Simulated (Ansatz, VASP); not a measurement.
## Ba2H3NO6: VASP beside Ansatz

```
Ba H N O
1.0
     6.90690    0.00000    0.00000
    -3.45345    5.98155    0.00000
     0.00000    0.00000    3.80280
Ba H N O
2 3 1 6
Direct
  0.33333 0.66667 0.00000
  0.66667 0.33333 0.00000
  0.30759 0.00000 0.50000
  0.69241 0.69241 0.50000
  0.00000 0.30759 0.50000
  0.00000 0.00000 0.00000
  0.18265 0.18265 0.00000
  0.00000 0.81735 0.00000
  0.81735 0.00000 0.00000
  0.44843 0.00000 0.50000
  0.55157 0.55157 0.50000
  0.00000 0.44843 0.50000
```

Alike in both runs: functional PBE; k mesh 4 × 4 × 6; occupations fermi-dirac, width 0.02 eV; no spin polarisation.

Ansatz relaxed the structure, and its values are those at the end. VASP's run is a single point on that final structure, the one shown.

```csv
,VASP,Ansatz
version,VASP 6.6.1,Ansatz 0.2.0
potentials or method,"VASP PAW PBE potentials, release 64 (Ba_sv, H_h, N_h, O_h)","plane-wave PAW, scalar-relativistic"
plane-wave cutoff (eV),910,420
valence electrons in the cell,64,64
```

|  | VASP | Ansatz | Ansatz less VASP |
| --- | --- | --- | --- |
| gap on the k mesh at the Fermi level (eV) | 2.71 | 2.70 | -0.007 |
| rms of the force components (eV/Å) | 0.011 | 0.001 | -0.0099 |

Ansatz's warnings: stress scf threshold loose.

Spin-orbit coupling is off throughout. Noted on VASP's run: the cutoff is under 1.25 times that of the potentials, so the pressure is a little rough.
